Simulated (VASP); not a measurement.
Wanted: the native input for a VASP 6.6.1 run.

* Task: single point
* Functional: PBE
* Potentials or basis: VASP PAW PBE potentials, release 64 (Mo_sv)
* Cutoff: 500 eV
* k mesh: 10 × 10 × 10
* Occupations: fermi-dirac, width 0.1 eV
* Spin: no spin polarisation
* Dipole correction: no
* Further INCAR settings: ALGO = Normal; EDIFF = 1e-06; NBANDS = 13

The structure of Mo lies in POSCAR:

```
Mo
1.0
    2.4285232612      0.0000000000      0.0000000000
    0.0000000000      2.4285232612      0.0000000000
    0.0000000000      0.0000000000      2.4285232612
Mo
1
Direct
    0.0000000000      0.0000000000      0.0000000000
```

One way to write it, as run:

INCAR

```
PREC = Accurate
ENCUT = 500
EDIFF = 1E-6
ISMEAR = -1
SIGMA = 0.1
LREAL = F
LASPH = T
NELM = 120
ALGO = Normal
ISIF = 2
LWAVE = F
LCHARG = F
GGA = PE
NBANDS = 13
GGA_COMPAT = F
```

KPOINTS

```
Automatic mesh
0
Gamma
  10 10 10
```

Potentials or basis: VASP PAW PBE potentials, release 64 (Mo_sv).

Launch:

```bash
$ cat potpaw_PBE.64/Mo_sv/POTCAR > POTCAR
$ mpirun -np 1 vasp_std > vasp.out
```

It gave:

* Pressure: 61.4 GPa
* Band gap on the k mesh: zero (band 7 reaches 15.64 eV, above the bottom of band 8 at 12.96 eV)

Wall time 4.2 s on 1 thread of Intel(R) Xeon(R) 6975P-C (Granite Rapids) (shared host), peak memory 0.12 GiB.
